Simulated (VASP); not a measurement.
HfC (rocksalt type): single point with PBE

HfC (rocksalt type):

```
CELL_PARAMETERS angstrom
0.00000 2.32559 2.32559
2.32559 0.00000 2.32559
2.32559 2.32559 0.00000
ATOMIC_POSITIONS crystal
Hf 0.00000 0.00000 0.00000
C 0.50000 0.50000 0.50000
```

* Program: VASP 6.6.1
* Task: single point
* Functional: PBE
* Potentials or basis: VASP PAW PBE potentials, release 64 (Hf_pv, C)
* Cutoff: 520 eV
* k mesh: 16 × 16 × 16
* Occupations: fermi-dirac, width 0.1 eV
* Spin: no spin polarisation

The pressure is -0.6 GPa and the band gap on the k mesh is zero (band 7 reaches 6.95 eV, above the bottom of band 8 at 5.52 eV).

Levels at points of the mesh, in eV from the Fermi level:
| k point | band 4 | band 5 | band 6 | band 7 | band 8 | band 9 | band 10 | band 11 |
| --- | --- | --- | --- | --- | --- | --- | --- | --- |
| (0.00, 0.00, 0.00) | -12.29 | 1.01 | 1.01 | 1.01 | 1.40 | 1.40 | 1.40 | 3.40 |
| (0.50, 0.00, 0.00) | -8.56 | -6.12 | -2.97 | -2.97 | 5.32 | 5.32 | 5.79 | 6.56 |
| (0.50, 0.50, 0.00) | -10.40 | -2.58 | -1.76 | -0.09 | -0.09 | 5.32 | 6.74 | 6.74 |

Wall time 23 s on 1 thread of Intel(R) Xeon(R) Platinum 8488C (Sapphire Rapids) (shared host), peak memory 0.18 GiB.

Caveat: spin-orbit coupling is left out, which moves the levels of the heavy elements.
